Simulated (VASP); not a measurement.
# TlReSi (P4/nmm) in VASP: single point with PBE

Aim: the single point of TlReSi with PBE.

All numbers are computed with VASP 6.6.1; they aren't measurements. Logs are shortened: lines on timing, memory, paths and dates and some standing lists are left out, and cuts for length are marked.

## Step 1: The cell of the first run

The structure is tetragonal, space group P4/nmm (No. 129). The conventional cell has a = 3.452 Å, b = 3.452 Å, c = 8.704 Å, α = 90.00°, β = 90.00°, γ = 90.00°. Re (site symmetry 4mm) has 5 Tl at 2.75 Å and 5 Si at 2.92 to 3.09 Å and 4 Re at 3.45 Å within 3.6 Å. Within 3.8 Å of Si (site symmetry 4mm) lie 8 Si at 2.86 to 3.45 Å and 1 Tl at 2.87 Å and 5 Re at 2.92 to 3.09 Å. Within 3.6 Å of Tl (site symmetry 4mm) lie 5 Re at 2.75 Å and 8 Tl at 2.85 to 3.45 Å and 1 Si at 2.87 Å.

## Step 2: Single point, PBE

INCAR reads:

```
ALGO     = Normal         # electronic algorithm
EDIFF    = 1E-7           # SCF threshold, eV
ENCUT    = 520            # plane-wave cutoff, eV
GGA      = PE             # functional
ISIF     = 2              # what is computed and relaxed
ISMEAR   = -1             # smearing method
LASPH    = T              # aspherical terms in the spheres
LCHARG   = F              # write CHGCAR
LREAL    = F              # projectors in reciprocal space
LWAVE    = F              # write WAVECAR
NBANDS   = 33             # bands
NELM     = 80             # most SCF steps
PREC     = Accurate       # precision mode
SIGMA    = 0.1            # smearing width, eV
```

KPOINTS reads:

```
k-points
0
Gamma
  10 10 4
```

POSCAR reads:

```
TlReSi
1.0
    3.4518090000      0.0000000000      0.0000000000
    0.0000000000      3.4518090000      0.0000000000
    0.0000000000      0.0000000000      8.7035460000
Re Si Tl
2 2 2
Direct
    0.7500000000      0.7500000000      0.7306300000
    0.2500000000      0.2500000000      0.2693700000
    0.2500000000      0.2500000000      0.9146000000
    0.7500000000      0.7500000000      0.0854000000
    0.7500000000      0.7500000000      0.4152000000
    0.2500000000      0.2500000000      0.5848000000
```

Potentials or basis: VASP PAW PBE potentials, release 64 (Re, Si, Tl_d).

Command:

```sh
$ cat potpaw_PBE.64/Re/POTCAR potpaw_PBE.64/Si/POTCAR potpaw_PBE.64/Tl_d/POTCAR > POTCAR
$ mpirun -np 1 vasp_std > vasp.out
```

OUTCAR:

```text
EDIFF = 1E-7
   ENCUT = 520
   GGA = PE
   ISIF = 2
   ISMEAR = -1
   LASPH = T
   LREAL = F
   NELM = 80
   PREC = Accurate

 ion  position               nearest neighbor table
   1  0.750  0.750  0.731-   5 2.75   6 2.75   6 2.75   6 2.75   6 2.75   3 2.92   3 2.92   3 2.92
                             3 2.92   4 3.09
   2  0.250  0.250  0.269-   6 2.75   5 2.75   5 2.75   5 2.75   5 2.75   4 2.92   4 2.92   4 2.92
                             4 2.92   3 3.09
   3  0.250  0.250  0.915-   4 2.86   4 2.86   4 2.86   4 2.86   6 2.87   1 2.92   1 2.92   1 2.92
                             1 2.92   2 3.09
   4  0.750  0.750  0.085-   3 2.86   3 2.86   3 2.86   3 2.86   5 2.87   2 2.92   2 2.92   2 2.92
                             2 2.92   1 3.09
   5  0.750  0.750  0.415-   1 2.75   2 2.75   2 2.75   2 2.75   2 2.75   6 2.85   6 2.85   6 2.85
                             6 2.85   4 2.87
   6  0.250  0.250  0.585-   2 2.75   1 2.75   1 2.75   1 2.75   1 2.75   5 2.85   5 2.85   5 2.85
                             5 2.85   3 2.87

  LATTYP: Found a simple tetragonal cell.
 ALAT       =     3.4518090000
 C/A-ratio  =     2.5214448424

  Lattice vectors:

 A1 = (   3.4518090000,   0.0000000000,   0.0000000000)
 A2 = (   0.0000000000,   3.4518090000,   0.0000000000)
 A3 = (   0.0000000000,   0.0000000000,   8.7035460000)

Analysis of symmetry for initial positions (statically):
=====================================================================
 Subroutine PRICEL returns:
 Original cell was already a primitive cell.

 Routine SETGRP: Setting up the symmetry group for a
 simple tetragonal supercell.

 Subroutine GETGRP returns: Found 16 space group operations
 (whereof  4 operations were pure point group operations)
 out of a pool of 16 trial point group operations.

The static configuration has the point symmetry C_2h.
 The point group associated with its full space group is D_4h.

Analysis of symmetry for dynamics (positions and initial velocities):
=====================================================================
 Subroutine PRICEL returns:
 Original cell was already a primitive cell.

 Routine SETGRP: Setting up the symmetry group for a
 simple tetragonal supercell.

 Subroutine GETGRP returns: Found 16 space group operations
 (whereof  4 operations were pure point group operations)
 out of a pool of 16 trial point group operations.

The dynamic configuration has the point symmetry C_2h.
 The point group associated with its full space group is D_4h.

 Subroutine INISYM returns: Found 16 space group operations
 (whereof  4 operations are pure point group operations),
 and found     1 'primitive' translations

----------------------------------------------------------------------------------------

                                     Primitive cell

  volume of cell :     103.7026

  direct lattice vectors                    reciprocal lattice vectors
     3.451809000  0.000000000  0.000000000     0.289703167  0.000000000  0.000000000
     0.000000000  3.451809000  0.000000000     0.000000000  0.289703167  0.000000000
     0.000000000  0.000000000  8.703546000     0.000000000  0.000000000  0.114895699

  length of vectors
     3.451809000  3.451809000  8.703546000     0.289703167  0.289703167  0.114895699

  position of ions in fractional coordinates (direct lattice)
     0.750000000  0.750000000  0.730630000
     0.250000000  0.250000000  0.269370000
     0.250000000  0.250000000  0.914600000
     0.750000000  0.750000000  0.085400000
     0.750000000  0.750000000  0.415200000
     0.250000000  0.250000000  0.584800000

  ion indices of the primitive-cell ions
   primitive index   ion index
                 1           1
                 2           2
                 3           3
                 4           4
                 5           5
                 6           6

----------------------------------------------------------------------------------------

 KPOINTS: k-points

Automatic generation of k-mesh.
 Grid dimensions read from file:
 generate k-points for:   10   10    4

 Generating k-lattice:

  Cartesian coordinates                     Fractional coordinates (reciprocal lattice)
     0.028970317  0.000000000  0.000000000     0.100000000  0.000000000  0.000000000
     0.000000000  0.028970317  0.000000000     0.000000000  0.100000000  0.000000000
     0.000000000  0.000000000  0.028723925     0.000000000  0.000000000  0.250000000

  Length of vectors
     0.028970317  0.028970317  0.028723925

  Shift w.r.t. Gamma in fractional coordinates (k-lattice)
     0.000000000  0.000000000  0.000000000

 Subroutine IBZKPT returns following result:
 ===========================================

 Found     63 irreducible k-points:

 Following reciprocal coordinates:
            Coordinates               Weight
  0.000000  0.000000  0.000000      1.000000
  0.100000  0.000000  0.000000      4.000000
  0.200000  0.000000  0.000000      4.000000
  0.300000  0.000000  0.000000      4.000000
  0.400000  0.000000  0.000000      4.000000
  0.500000  0.000000  0.000000      2.000000
[... 16 lines left out ...]
  0.100000  0.000000  0.250000      8.000000
  0.200000  0.000000  0.250000      8.000000
 [... further k-points ...]
   k-points           NKPTS =     63   k-points in BZ     NKDIM =     63   number of bands    NBANDS=     33
   number of dos      NEDOS =    301   number of ions     NIONS =      6
   total plane-waves  NPLWV =  54880
   dimension x,y,z NGX =    28 NGY =   28 NGZ =   70
   dimension x,y,z NGXF=    56 NGYF=   56 NGZF=  140
   ions per type =               2   2   2
   NGX,Y,Z   is equivalent  to a cutoff of  13.49, 13.49, 13.37 a.u.
   NGXF,Y,Z  is equivalent  to a cutoff of  26.97, 26.97, 26.74 a.u.
 SYSTEM =  unknown system
   PREC   = accura    normal or accurate (medium, high low for compatibility)
   ISTART =      0    job   : 0-new  1-cont  2-samecut
   ICHARG =      2    charge: 1-file 2-atom 10-const
   ISPIN  =      1    spin polarized calculation?
   LNONCOLLINEAR =      F non collinear calculations
   LSORBIT =      F    spin-orbit coupling
   LASPH  =      T    aspherical Exc in radial PAW
   ENCUT  =  520.0 eV  38.22 Ry    6.18 a.u.   6.42  6.42 16.18*2*pi/ulx,y,z
   NELM   =     80;   NELMIN=  2; NELMDL= -5     # of ELM steps
   EDIFF  = 0.1E-06   stopping-criterion for ELM
   LREAL  =      F    real-space projection
   EDIFFG = 0.1E-05   stopping-criterion for IOM
   NSW    =      0    number of steps for IOM
   IBRION =     -1    ionic relax: 0-MD 1-quasi-New 2-CG
   NFREE  =      0    steps in history (QN), initial steepest desc. (CG)
   ISIF   =      2    stress and relaxation
   ISYM   =      2    0-nonsym 1-usesym 2-fastsym
   POTIM  = 0.5000    time-step for ionic-motion
   TEBEG  =    0.0;   TEEND  =   0.0 temperature during run
   PSTRESS=    0.0 pullay stress
   NELECT =      48.0000    total number of electrons
   NUPDOWN=      -1.0000    fix difference up-down
   EMIN   =  10.00;   EMAX   =-10.00  energy-range for DOS
   EFERMI =   0.00;   METHOD = LEGACY
   ISMEAR =    -1;   SIGMA  =   0.10  broadening in eV -4-tet -1-fermi 0-gaus
   EFERMI_NEDOS =   21; number of points for ismear=-14 and -15
   IALGO  =     38    algorithm
   IMIX   =      4    mixing-type and parameters
     AMIX     =   0.40;   BMIX     =  1.00
     AMIX_MAG =   1.60;   BMIX_MAG =  1.00
  volume/ion in A,a.u.               =      17.28       116.64
  Fermi-wavevector in a.u.,A,eV,Ry     =   1.266364  2.393082 21.819372  1.603679
  Thomas-Fermi vector in A             =   2.399569
   LORBIT       =      0    0 simple, 1 ext, 2 COOP (PROOUT), +10 PAW based schemes
   GGA     = PE    functional components
   LHFCALC =     F    Hartree Fock is set to
   AEXX    =    0.0000 exact exchange contribution
   IVDW    =     0    specifies the selected vdW correction
   LEPSILON=     F    determine dielectric tensor
   LRPA    =     F    only Hartree local field effects (RPA)
 non-spin polarized calculation
  energy-cutoff  :      520.00
  volume of cell :      103.70
 maximum number of plane-waves:      2817
 NGX is ok and might be reduce to    28
   NGX = 13   NGY = 13   NGZ = 33

 number of electron      48.0000000 magnetization

 Free energy of the ion-electron system (eV)
  ---------------------------------------------------
  ext. energy  EPLUGINS =         0.00000000
  ---------------------------------------------------
  free energy    TOTEN  =       -33.21566527 eV

  energy without entropy =      -33.15175707  energy(sigma->0) =      -33.18371117

 E-fermi :   9.0607     XC(G=0): -12.0767

 val. band max:        9.0426386453   @ k =   0.2000   0.2000   0.0000
 cond. band min:       9.0992869204   @ k =   0.5000   0.5000   0.0000
 fundamental gap:      0.0566482751
 Fermi energy:         9.0606888431

 k-point     1 :       0.0000    0.0000    0.0000
  band No.  band energies     occupation
      1      -3.8222      2.00000
      2      -3.5899      2.00000
      3      -3.4956      2.00000
      4      -3.3515      2.00000
      5      -3.0829      2.00000
      6      -3.0829      2.00000
[... 25 lines left out ...]
     32      13.6934      0.00000
     33      14.1515      0.00000

 k-point     2 :       0.1000    0.0000    0.0000
  band No.  band energies     occupation
      1      -3.7823      2.00000
      2      -3.5667      2.00000
      3      -3.3818      2.00000
      4      -3.3738      2.00000
      5      -3.1391      2.00000
      6      -3.0891      2.00000
[... 25 lines left out ...]
     32      14.3006      0.00000
     33      14.3119      0.00000
[... 754 lines left out ...]
     32      14.1800      0.00000
     33      15.0160      0.00000

 k-point    24 :       0.2000    0.0000    0.2500
  band No.  band energies     occupation
      1      -3.7427      2.00000
      2      -3.4545      2.00000
      3      -3.4401      2.00000
      4      -3.2706      2.00000
      5      -3.2581      2.00000
      6      -3.0805      2.00000
[... 25 lines left out ...]
     32      13.9549      0.00000
     33      15.0639      0.00000

 [... further k-points ...]

------------------------ aborting loop because EDIFF is reached ----------------------------------------

  FORCE on cell =-STRESS in cart. coord.  units (eV):
  Direction    XX          YY          ZZ          XY          YZ          ZX
  --------------------------------------------------------------------------------------
  -------------------------------------------------------------------------------------
  Total        5.1567795      5.1567795      3.5182556      0.0000000      0.0000000      0.0000000
  in kB       79.6708412     79.6708412     54.3560926      0.0000000      0.0000000      0.0000000
  external PRESSURE =      71.2325917 kB  Pullay stress =       0.0000000 kB

 VOLUME and BASIS-vectors are now :
 -----------------------------------------------------------------------------
  energy-cutoff  :      520.00
  volume of cell :      103.70
      direct lattice vectors                 reciprocal lattice vectors
     3.451809000  0.000000000  0.000000000     0.289703167  0.000000000  0.000000000
     0.000000000  3.451809000  0.000000000     0.000000000  0.289703167  0.000000000
     0.000000000  0.000000000  8.703546000     0.000000000  0.000000000  0.114895699

 POSITION                                       TOTAL-FORCE (eV/Angst)
 -----------------------------------------------------------------------------------
      2.58886      2.58886      6.35907        -0.000000     -0.000000      6.504305
      0.86295      0.86295      2.34447         0.000000     -0.000000     -6.504305
      0.86295      0.86295      7.96026        -0.000000     -0.000000     -0.636032
      2.58886      2.58886      0.74328         0.000000      0.000000      0.636032
      2.58886      2.58886      3.61371         0.000000      0.000000     -1.275872
      0.86295      0.86295      5.08983        -0.000000     -0.000000      1.275872
 -----------------------------------------------------------------------------------
    total drift:                                0.000000     -0.000000     -0.000000

  FREE ENERGIE OF THE ION-ELECTRON SYSTEM (eV)
  ---------------------------------------------------
  free  energy   TOTEN  =       -33.2156652689 eV

  energy  without entropy=      -33.1517570699  energy(sigma->0) =      -33.18371117
```

It took 3.6 min on 1 thread of Intel Xeon Platinum 8375C at 2.90GHz (Ice Lake), shared host; peak memory 0.36 GiB.

What came out:

* Free energy: -33.2157 eV
* Pressure: 7.1 GPa
* Largest force: 6.504 eV/Å
* Band gap on the k mesh: zero (band 24 reaches 9.17 eV, above the bottom of band 25 at 8.91 eV)

Forces in eV/Å, atoms in the order of the input:
```
Re   0.000  0.000  6.504
Re   0.000  0.000 -6.504
Si   0.000  0.000 -0.636
Si   0.000  0.000  0.636
Tl   0.000  0.000 -1.276
Tl   0.000  0.000  1.276
```

Caveat: spin-orbit coupling is left out, which moves the levels of the heavy elements; forces of over 1 eV/Å act on the atoms, so gaps and moduli don't describe the material at rest.
